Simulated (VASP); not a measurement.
Write the native input for VASP 6.6.1 that does the following.

| Quantity | Value |
| --- | --- |
| Task | single point |
| Functional | LDA |
| Potentials or basis | VASP PAW LDA potentials, release 64 (Ta_pv, Re) |
| Cutoff | 520 eV |
| k mesh | 8 × 8 × 5 |
| Occupations | gaussian, width 0.05 eV |
| Spin | no spin polarisation |
| Dipole correction | no |
| Further INCAR settings | ALGO = Normal; EDIFF = 1e-06; NBANDS = 16 |

The structure of TaRe lies in POSCAR:

```
TaRe
1.0
    1.5863704339     -2.2750368419      0.0000000000
    1.5863704339      2.2750368419      0.0000000000
    0.0000000000      0.0000000000      4.4163631465
Ta Re
1 1
Direct
    0.5000000000      0.5000000000      0.5000000000
    0.0000000000      0.0000000000      0.0000000000
```

The input as run:

INCAR

```
SYSTEM = TaRe
PREC = Accurate
ENCUT = 520
EDIFF = 1E-6
ISMEAR = 0
SIGMA = 0.05
LREAL = .False.
LASPH = .True.
NELM = 100
ALGO = Normal
ISIF = 2
LWAVE = .False.
LCHARG = .False.
GGA = CA
NBANDS = 16
```

KPOINTS

```
regular mesh
0
Gamma
  8 8 5
  0 0 0
```

Potentials or basis: VASP PAW LDA potentials, release 64 (Ta_pv, Re).

The run is started by

```console
$ cat potpaw_LDA.64/Ta_pv/POTCAR potpaw_LDA.64/Re/POTCAR > POTCAR
$ mpirun -np 1 vasp_std > vasp.out
```

It gave:

* Pressure: -4.8 GPa
* Band gap on the k mesh: zero (band 9 reaches 9.56 eV, above the bottom of band 10 at 6.40 eV)

Caveat: spin-orbit coupling is left out, which moves the levels of the heavy elements.

Wall time 15 s on 1 thread of Intel(R) Xeon(R) Platinum 8488C (Sapphire Rapids), on a shared host, peak memory 0.16 GiB.
